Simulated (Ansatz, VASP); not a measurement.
# Hg in VASP and in Ansatz

Contents of INCAR:

```
ALGO     = Normal         # electronic algorithm
EDIFF    = 1E-8           # SCF threshold, eV
ENCUT    = 520            # plane-wave cutoff, eV
GGA      = PE             # functional
ISIF     = 2              # what is computed and relaxed
ISMEAR   = -1             # smearing method
LASPH    = T              # aspherical terms in the spheres
LCHARG   = F              # write CHGCAR
LEFG     = T            
LREAL    = F              # projectors in reciprocal space
LWAVE    = F              # write WAVECAR
NBANDS   = 12             # bands
NELM     = 80             # most SCF steps
PREC     = Accurate       # precision mode
SIGMA    = 0.05           # smearing width, eV
```

Contents of KPOINTS:

```
k-points
0
Gamma
  11 11 11
```

Contents of POSCAR:

```
Hg
1.0
    2.2777908541     -2.0859833149      0.0000000000
    2.2777908541      2.0859833149      0.0000000000
   -0.3555748511      0.0000000000      3.0994197582
Hg
1
Direct
    0.5000000000      0.5000000000      0.5000000000
```

Input for Ansatz:

```yaml
crystal:
  lattice:
    - [2.2777908541, -2.0859833149, 0.0]
    - [2.2777908541, 2.0859833149, 0.0]
    - [-0.3555748511, 0.0, 3.0994197582]
  atoms:
    - { symbol: Hg, position: [0.5, 0.5, 0.5] }
kpoints:
  mp_grid: { grid: [11, 11, 11] }
scf:
  occupations: { method: fermi_dirac, width: 0.05 }
hamiltonian:
  xc: pbe
  pseudopotentials: { kind: all_electron, datasets: crystal }
output:
  forces: true
  stress: true
  eigenvalues: true
  efg: { contact_densities: true }
```

Change from the starting cell: volume scaled by 1.06, crystal datasets.

Alike in both runs: task electric field gradients; functional PBE; k mesh 11 × 11 × 11; occupations fermi-dirac, width 0.05 eV; no spin polarisation.

```csv
,VASP,Ansatz
version,VASP 6.6.1,Ansatz 0.2.0
potentials or method,"VASP PAW PBE potentials, release 64 (Hg), cutoff 520 eV","all-electron PAW with datasets made for the crystal, scalar-relativistic"
```

```tsv
	VASP	Ansatz	Ansatz less VASP
pressure (GPa)	0.3	0.1	-0.19
traceless stress, the component that is largest in VASP (GPa)	-0.22	-0.20	+0.019
size of Vzz on the site where it differs most (V/Å²)	41.2	35.1	-6.09
```

Ansatz ran all-electron here, and VASP with PAW potentials.

Neither program's run includes spin-orbit coupling.
